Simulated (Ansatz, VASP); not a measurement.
# ZnO in VASP and in Ansatz

File POSCAR:

```
ZnO
1.0
    3.2419811878      0.0000000000      0.0000000000
   -1.6209905939      2.8076380673      0.0000000000
    0.0000000000      0.0000000000      5.2276401338
Zn O
2 2
Direct
    0.3333333333      0.6666666667      0.0014489149
    0.6666666667      0.3333333333      0.5014489149
    0.3333333333      0.6666666667      0.3806510851
    0.6666666667      0.3333333333      0.8806510851
```

The input INCAR.step1:

```
ALGO = Normal
EDIFF = 1E-5
ENCUT = 520
GGA = PE
ISIF = 2
ISMEAR = 0
LASPH = T
LCHARG = F
LREAL = F
LUSENCCL = F
LWAVE = T
NBANDS = 26
NELM = 60
PREC = Accurate
SIGMA = 0.05
```

Contents of INCAR.step2:

```
AEXX = 0.4
ALGO = Normal
EDIFF = 1E-7
ENCUT = 520
GGA = PE
ISIF = 2
ISMEAR = 0
ISTART = 1
LASPH = T
LCHARG = F
LHFCALC = T
LREAL = F
LUSENCCL = F
LWAVE = F
NBANDS = 26
NELM = 60
PREC = Accurate
PRECFOCK = Normal
SIGMA = 0.05
```

Contents of KPOINTS:

```
k-points
0
Gamma
  4 4 4
```

Input for Ansatz:

```yaml
crystal:
  lattice:
    - [3.2419811878, 0.0, 0.0]
    - [-1.6209905939, 2.8076380673, 0.0]
    - [0.0, 0.0, 5.2276401338]
  atoms:
    - { symbol: Zn, position: [0.3333333333, 0.6666666667, 0.0014489149] }
    - { symbol: Zn, position: [0.6666666667, 0.3333333333, 0.5014489149] }
    - { symbol: O, position: [0.3333333333, 0.6666666667, 0.3806510851] }
    - { symbol: O, position: [0.6666666667, 0.3333333333, 0.8806510851] }
basis:
  ecutwfc: 420
  ecutrho_ratio: 4
kpoints:
  mp_grid: { grid: [4, 4, 4] }
hamiltonian:
  xc: { exchange: pbe, correlation: pbe, exx: { coeff: 0.4 } }
scf:
  occupations: { method: gaussian, width: 0.05 }
  n_extra_bands: 11
output:
  forces: true
  stress: true
  eigenvalues: true
  populations: true
  dos: { projected: true, de: 0.02 }
```

Alike in both runs: task single point; functional PBE-based global hybrid; k mesh 4 × 4 × 4; occupations gaussian, width 0.05 eV; no spin polarisation.

```csv
,VASP,Ansatz
version,VASP 6.6.1,Ansatz 0.2.0
potentials or method,"VASP PAW PBE potentials, release 64 (Zn, O), cutoff 520 eV","scalar-relativistic, plane waves, PAW"
valence electrons in the cell,36,36
```

VASP gave:

| Item | Value |
| --- | --- |
| gap on the k mesh at the Fermi level (eV) | 4.74 |
| least direct gap on the mesh (eV) | 4.74 |
| pressure (GPa) | -0.9 |
| traceless stress, the component that is largest in VASP (GPa) | -0.41 |
| rms of the force components (eV/Å) | 0.009 |

Estimate Ansatz's values.

gap on the k mesh at the Fermi level (eV): 4.77; least direct gap on the mesh (eV): 4.77; pressure (GPa): -2.1; traceless stress, the component that is largest in VASP (GPa): -0.39; rms of the force components (eV/Å): 0.010.

VASP's potentials were made for PBE, not for PBE-based global hybrid. Atom by atom the forces differ by 0.001 eV/Å (rms over components). Ansatz's warnings: stress exchange threshold loose, stress scf threshold loose.

The k mesh is coarse, so the values compare programs but aren't converged.
